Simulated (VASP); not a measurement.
# Zr (P6_3/mmc) in VASP: a series of runs

Aim: see how the results for Zr move with the level of theory and the settings. Levels: PBEsol+D4, PBE, LDA, PBE+D4. Tasks: relaxation of cell and atoms, single point.

Program: VASP 6.6.1. These are calculated values, not measurements. Logs are shortened: lines on timing, memory, paths and dates and some standing lists are left out, and cuts for length are marked.

## (1) The cell of the first run

The structure is hexagonal, space group P6_3/mmc (No. 194). The conventional cell has a = 3.232 Å, b = 3.232 Å, c = 5.147 Å, α = 90.00°, β = 90.00°, γ = 120.00°. Zr (site symmetry -6m2) has 12 Zr at 3.18 to 3.23 Å within 4.2 Å.

## (2) Relaxation of cell and atoms, PBEsol+D4

Contents of INCAR:

```
PREC = Accurate
ENCUT = 600
EDIFF = 1E-6
ISMEAR = -1
SIGMA = 0.05
LREAL = False
LASPH = True
NELM = 60
ALGO = Normal
ISIF = 3
LWAVE = False
LCHARG = False
GGA = PS
IVDW = 13
IBRION = 2
NSW = 80
EDIFFG = -0.005
```

Contents of KPOINTS:

```
regular mesh
0
Gamma
  9 9 5
```

Contents of POSCAR:

```
Zr
1.0
    3.2320000000      0.0000000000      0.0000000000
   -1.6160000000      2.7989941050      0.0000000000
    0.0000000000      0.0000000000      5.1470000000
Zr
2
Direct
    0.6666666667      0.3333333333      0.7500000000
    0.3333333333      0.6666666667      0.2500000000
```

Potentials or basis: VASP PAW PBE potentials, release 64 (Zr_sv).

The run is started by

```console
$ cat potpaw_PBE.64/Zr_sv/POTCAR > POTCAR
$ mpirun -np 1 vasp_std > vasp.out
```

OUTCAR:

```text
PREC = Accurate
   ENCUT = 600
   EDIFF = 1E-6
   ISMEAR = -1
   LREAL = False
   LASPH = True
   NELM = 60
   ISIF = 3
   GGA = PS
   IVDW = 13
   IBRION = 2
   NSW = 80
   EDIFFG = -0.005

 ion  position               nearest neighbor table
   1  0.667  0.333  0.750-   2 3.18   2 3.18   2 3.18   2 3.18   2 3.18   2 3.18
   2  0.333  0.667  0.250-   1 3.18   1 3.18   1 3.18   1 3.18   1 3.18   1 3.18

  LATTYP: Found a hexagonal cell.
 ALAT       =     3.2320000000
 C/A-ratio  =     1.5925123762

  Lattice vectors:

 A1 = (   3.2320000000,   0.0000000000,   0.0000000000)
 A2 = (  -1.6160000000,   2.7989941050,   0.0000000000)
 A3 = (   0.0000000000,   0.0000000000,   5.1470000000)

Analysis of symmetry for initial positions (statically):
=====================================================================
 Subroutine PRICEL returns:
 Original cell was already a primitive cell.

 Routine SETGRP: Setting up the symmetry group for a
 hexagonal supercell.

 Subroutine GETGRP returns: Found 24 space group operations
 (whereof 12 operations were pure point group operations)
 out of a pool of 24 trial point group operations.

The static configuration has the point symmetry D_3d.
 The point group associated with its full space group is D_6h.

Analysis of symmetry for dynamics (positions and initial velocities):
=====================================================================
 Subroutine PRICEL returns:
 Original cell was already a primitive cell.

 Routine SETGRP: Setting up the symmetry group for a
 hexagonal supercell.

 Subroutine GETGRP returns: Found 24 space group operations
 (whereof 12 operations were pure point group operations)
 out of a pool of 24 trial point group operations.

The dynamic configuration has the point symmetry D_3d.
 The point group associated with its full space group is D_6h.

 Subroutine INISYM returns: Found 24 space group operations
 (whereof 12 operations are pure point group operations),
 and found     1 'primitive' translations

----------------------------------------------------------------------------------------

                                     Primitive cell

  volume of cell :      46.5616

  direct lattice vectors                    reciprocal lattice vectors
     3.232000000  0.000000000  0.000000000     0.309405941  0.178635603  0.000000000
    -1.616000000  2.798994105  0.000000000     0.000000000  0.357271206  0.000000000
     0.000000000  0.000000000  5.147000000     0.000000000  0.000000000  0.194287935

  length of vectors
     3.232000000  3.232000000  5.147000000     0.357271206  0.357271206  0.194287935

  position of ions in fractional coordinates (direct lattice)
     0.666666667  0.333333333  0.750000000
     0.333333333  0.666666667  0.250000000

  ion indices of the primitive-cell ions
   primitive index   ion index
                 1           1
                 2           2

----------------------------------------------------------------------------------------

 KPOINTS: regular mesh

Automatic generation of k-mesh.
 Grid dimensions read from file:
 generate k-points for:    9    9    5

 Generating k-lattice:

  Cartesian coordinates                     Fractional coordinates (reciprocal lattice)
     0.034378438  0.019848400  0.000000000     0.111111111  0.000000000  0.000000000
     0.000000000  0.039696801  0.000000000     0.000000000  0.111111111  0.000000000
     0.000000000  0.000000000  0.038857587     0.000000000  0.000000000  0.200000000

  Length of vectors
     0.039696801  0.039696801  0.038857587

  Shift w.r.t. Gamma in fractional coordinates (k-lattice)
     0.000000000  0.000000000  0.000000000

 Subroutine IBZKPT returns following result:
 ===========================================

 Found     36 irreducible k-points:

 Following reciprocal coordinates:
            Coordinates               Weight
  0.000000  0.000000  0.000000      1.000000
  0.111111  0.000000  0.000000      6.000000
  0.222222  0.000000  0.000000      6.000000
  0.333333  0.000000  0.000000      6.000000
  0.444444  0.000000  0.000000      6.000000
  0.111111  0.111111  0.000000      6.000000
[... 16 lines left out ...]
  0.333333  0.222222  0.200000     24.000000
  0.333333  0.333333  0.200000      4.000000
 [... further k-points ...]
   k-points           NKPTS =     36   k-points in BZ     NKDIM =     36   number of bands    NBANDS=     16
   number of dos      NEDOS =    301   number of ions     NIONS =      2
   total plane-waves  NPLWV =  32928
   dimension x,y,z NGX =    28 NGY =   28 NGZ =   42
   dimension x,y,z NGXF=    56 NGYF=   56 NGZF=   84
   ions per type =               2
   NGX,Y,Z   is equivalent  to a cutoff of  14.40, 14.40, 13.57 a.u.
   NGXF,Y,Z  is equivalent  to a cutoff of  28.80, 28.80, 27.13 a.u.
 SYSTEM =  unknown system
   PREC   = accura    normal or accurate (medium, high low for compatibility)
   ISTART =      0    job   : 0-new  1-cont  2-samecut
   ICHARG =      2    charge: 1-file 2-atom 10-const
   ISPIN  =      1    spin polarized calculation?
   LNONCOLLINEAR =      F non collinear calculations
   LSORBIT =      F    spin-orbit coupling
   LASPH  =      T    aspherical Exc in radial PAW
   ENCUT  =  600.0 eV  44.10 Ry    6.64 a.u.   6.46  6.46 10.28*2*pi/ulx,y,z
   NELM   =     60;   NELMIN=  2; NELMDL= -5     # of ELM steps
   EDIFF  = 0.1E-05   stopping-criterion for ELM
   LREAL  =      F    real-space projection
   EDIFFG = -.5E-02   stopping-criterion for IOM
   NSW    =     80    number of steps for IOM
   IBRION =      2    ionic relax: 0-MD 1-quasi-New 2-CG
   NFREE  =      1    steps in history (QN), initial steepest desc. (CG)
   ISIF   =      3    stress and relaxation
   ISYM   =      2    0-nonsym 1-usesym 2-fastsym
   POTIM  = 0.5000    time-step for ionic-motion
   TEBEG  =    0.0;   TEEND  =   0.0 temperature during run
   PSTRESS=    0.0 pullay stress
   NELECT =      24.0000    total number of electrons
   NUPDOWN=      -1.0000    fix difference up-down
   EMIN   =  10.00;   EMAX   =-10.00  energy-range for DOS
   EFERMI =   0.00;   METHOD = LEGACY
   ISMEAR =    -1;   SIGMA  =   0.05  broadening in eV -4-tet -1-fermi 0-gaus
   EFERMI_NEDOS =   21; number of points for ismear=-14 and -15
   IALGO  =     38    algorithm
   IMIX   =      4    mixing-type and parameters
     AMIX     =   0.40;   BMIX     =  1.00
     AMIX_MAG =   1.60;   BMIX_MAG =  1.00
  volume/ion in A,a.u.               =      23.28       157.11
  Fermi-wavevector in a.u.,A,eV,Ry     =   1.312611  2.480475 23.442130  1.722948
  Thomas-Fermi vector in A             =   2.442991
   LORBIT       =      0    0 simple, 1 ext, 2 COOP (PROOUT), +10 PAW based schemes
   GGA     = PS    functional components
   LHFCALC =     F    Hartree Fock is set to
   AEXX    =    0.0000 exact exchange contribution
   IVDW    =    13    specifies the selected vdW correction
   LEPSILON=     F    determine dielectric tensor
   LRPA    =     F    only Hartree local field effects (RPA)
 conjugate gradient relaxation of ions
 non-spin polarized calculation
  energy-cutoff  :      600.00
  volume of cell :       46.56
 maximum number of plane-waves:      1572
 NGX is ok and might be reduce to    28
   NGX = 13   NGY = 13   NGZ = 21

--------------------------------------- Ionic step        1  -------------------------------------------

 number of electron      24.0000000 magnetization

 Free energy of the ion-electron system (eV)
  ---------------------------------------------------
  ext. energy  EPLUGINS =         0.00000000
  ---------------------------------------------------
  free energy    TOTEN  =       -18.15954408 eV

  energy without entropy =      -18.14286756  energy(sigma->0) =      -18.15120582

------------------------ aborting loop because EDIFF is reached ----------------------------------------

  DFT-D4 for vdW energy calculation

  Edisp (eV):   -0.24004

  FORCE on cell =-STRESS in cart. coord.  units (eV):
  Direction    XX          YY          ZZ          XY          YZ          ZX
  --------------------------------------------------------------------------------------
  -------------------------------------------------------------------------------------
  Total      -1.25209    -1.25209    -1.00392     0.00000     0.00000     0.00000
  in kB     -43.08431   -43.08431   -34.54468     0.00000     0.00000     0.00000
  external pressure =      -40.24 kB  Pullay stress =        0.00 kB
[... 301 lines left out ...]
  energy  without entropy=      -18.4092998799  energy(sigma->0) =      -18.41774432

--------------------------------------- Ionic step        9  -------------------------------------------

 number of electron      24.0000000 magnetization

 Free energy of the ion-electron system (eV)
  ---------------------------------------------------
  ext. energy  EPLUGINS =         0.00000000
  ---------------------------------------------------
  free energy    TOTEN  =       -18.17581714 eV

  energy without entropy =      -18.15891988  energy(sigma->0) =      -18.16736851

 E-fermi :   9.3512     XC(G=0): -11.4024

 val. band max:        9.3403088760   @ k =   0.1111   0.0000   0.2000
 cond. band min:       9.3557855782   @ k =   0.0000   0.0000   0.4000
 fundamental gap:      0.0154767022
 Fermi energy:         9.3512287449

 k-point     1 :       0.0000    0.0000    0.0000
  band No.  band energies     occupation
      1     -39.2988      2.00000
      2     -39.1203      2.00000
      3     -17.9198      2.00000
      4     -16.9157      2.00000
      5     -16.9157      2.00000
      6     -16.7794      2.00000
[... 8 lines left out ...]
     15      10.9461      0.00000
     16      10.9461      0.00000
[... 420 lines left out ...]
  band No.  band energies     occupation
      1     -39.0894      2.00000
      2     -39.0894      2.00000
      3     -17.5539      2.00000
      4     -17.5363      2.00000
      5     -17.5363      2.00000
      6     -17.2653      2.00000
[... 8 lines left out ...]
     15      11.1386      0.00000
     16      13.1897      0.00000

 [... further k-points ...]

------------------------ aborting loop because EDIFF is reached ----------------------------------------

  DFT-D4 for vdW energy calculation

  Edisp (eV):   -0.25038

  FORCE on cell =-STRESS in cart. coord.  units (eV):
  Direction    XX          YY          ZZ          XY          YZ          ZX
  --------------------------------------------------------------------------------------
  -------------------------------------------------------------------------------------
  Total       0.00004     0.00004    -0.00330    -0.00000    -0.00000     0.00000
  in kB       0.00134     0.00134    -0.11868    -0.00000    -0.00000     0.00000
  external pressure =       -0.04 kB  Pullay stress =        0.00 kB
[... 17 lines left out ...]
  FREE ENERGIE OF THE ION-ELECTRON SYSTEM (eV)
  ---------------------------------------------------
  free  energy   TOTEN  =       -18.4261939439 eV

  energy  without entropy=      -18.4092966798  energy(sigma->0) =      -18.41774531

 reached required accuracy - stopping structural energy minimisation
```

It took 88 s on 1 thread of Intel Xeon 6975P-C (Granite Rapids), shared host; peak memory 0.2 GiB.

What came out:

```yaml
Free_energy: -18.4262 eV
Relaxed_volume: 22.29 Å³/atom
Relaxed_cell: a = 3.173 Å, b = 3.173 Å, c = 5.115 Å, α = 90.00°, β = 90.00°, γ = 120.00°
Space_group_after_relaxing_to_0.05_Å: P6_3/mmc (No. 194)
Energy_gained_by_relaxing: 13.3 meV/atom
Ionic_steps: 9
Pressure_after_relaxing: 0.0 GPa
Band_gap_on_the_k_mesh: zero (band 12 reaches 10.24 eV, above the bottom of band 13 at 9.11 eV)
Dispersion_energy_per_atom: -0.125 eV
```

Step by step:
| step | energy change (eV) | largest force (eV/Å) | pressure (GPa) | volume (Å³) |
| --- | --- | --- | --- | --- |
| 1 | 0.0000 | 0.0000 | -4.02 | 46.56 |
| 2 | -0.0001 | 0.0000 | 4.61 | 42.73 |
| 3 | -0.0258 | 0.0000 | 0.02 | 44.60 |
| 4 | -0.0258 | 0.0000 | 0.10 | 44.56 |
| 5 | -0.0265 | 0.0000 | 0.07 | 44.56 |
| 6 | -0.0266 | 0.0000 | 0.06 | 44.56 |
| 7 | -0.0266 | 0.0000 | 0.06 | 44.56 |
| 8 | -0.0266 | 0.0000 | -0.06 | 44.61 |
| 9 | -0.0266 | 0.0000 | 0.00 | 44.59 |

Final structure:
```yaml
crystal:
  lattice:
    - [3.17264, 0.00000, 0.00000]
    - [-1.58632, 2.74758, 0.00000]
    - [0.00000, 0.00000, 5.11473]
  atoms:
    - { symbol: Zr, position: [0.66667, 0.33333, 0.75000] }
    - { symbol: Zr, position: [0.33333, 0.66667, 0.25000] }
```

Levels at points of the mesh, in eV from the Fermi level:
```csv
k point,band 10,band 11,band 12,band 13,band 14,band 15
"(0.00, 0.00, 0.00)",-3.16,0.89,0.89,0.92,1.26,1.59
```

Caveat: the PAW data sets were made with another functional, which shifts forces and pressure a little; pairwise dispersion overbinds metals, which lowers pressure and volume.

[end of part 1 of 3]
